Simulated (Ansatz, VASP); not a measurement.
## One calculation of Fe3Ge, two programs

```
Fe Ge
1.0
     3.53417    0.00000    0.00000
     0.00000    3.53417    0.00000
     0.00000    0.00000    3.53417
Fe Ge
3 1
Direct
  0.00000 0.50000 0.50000
  0.50000 0.50000 0.00000
  0.50000 0.00000 0.50000
  0.00000 0.00000 0.00000
```

Change from the starting cell: volume scaled by 0.9, PAW files.

Alike in both runs: task single point; functional PBEsol; k mesh 9 × 9 × 9; occupations fermi-dirac, width 0.03 eV; collinear spin.

|  | VASP | Ansatz |
| --- | --- | --- |
| version | VASP 6.6.1 | Ansatz 0.2.0 |
| potentials or method | VASP PAW PBE potentials, release 64 (Fe, Ge_d) | PAW with Ansatz's default frozen-core files, scalar-relativistic |
| plane-wave cutoff (eV) | 520 | 420 |
| valence electrons in the cell | 38 | 62 |

Ansatz gave:

```
pressure (GPa)                                                : 9.5
net moment per atom (μB)                                      : 1.53
size of the moment on the site where the two differ most (μB) : 0.09
```

Estimate VASP's values.

pressure (GPa): 9.8; net moment per atom (μB): 1.53; size of the moment on the site where the two differ most (μB): 0.12.

VASP's potentials were made for PBE, not for PBEsol. Site moments also hang on the region over which each program counts them. VASP's potentials hold 38 valence electrons a cell and Ansatz's 62, so a difference there can come from the potentials and not from the codes.
